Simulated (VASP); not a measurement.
Ge, 2 atoms in the cell. It takes space group Imma (No. 74, orthorhombic). The conventional cell has a = 5.090 Å, b = 5.406 Å, c = 2.930 Å, α = 90.00°, β = 90.00°, γ = 90.00°. Within 3.6 Å of Ge (site symmetry mm2) lie 8 Ge at 2.73 to 3.14 Å. 

| Property | Result |
| --- | --- |
| Program | VASP 6.6.1 |
| Task | single point |
| Functional | r2SCAN |
| Potentials or basis | VASP PAW PBE potentials, release 64 (Ge_d) |
| Cutoff | 520 eV |
| k mesh | 11 × 11 × 11 |
| Occupations | fermi-dirac, width 0.05 eV |
| Spin | no spin polarisation |
| Dipole correction | no |
| Further INCAR settings | ALGO = Normal; EDIFF = 1e-07; NBANDS = 21 |

Potentials or basis: VASP PAW PBE potentials, release 64 (Ge_d).

Command:

```console
$ cat potpaw_PBE.64/Ge_d/POTCAR > POTCAR
$ cp INCAR.step1 INCAR
$ mpirun -np 1 vasp_std > vasp.out
$ cp INCAR.step2 INCAR
$ mpirun -np 1 vasp_std > vasp.out
```

Hardware: 1 thread of Intel Xeon 6975P-C, with other jobs on the host.

Estimate the wall time of this run.

Wall time 10 min on 1 thread of Intel Xeon 6975P-C, with other jobs on the host, peak memory 0.27 GiB. Counts: k points 216.
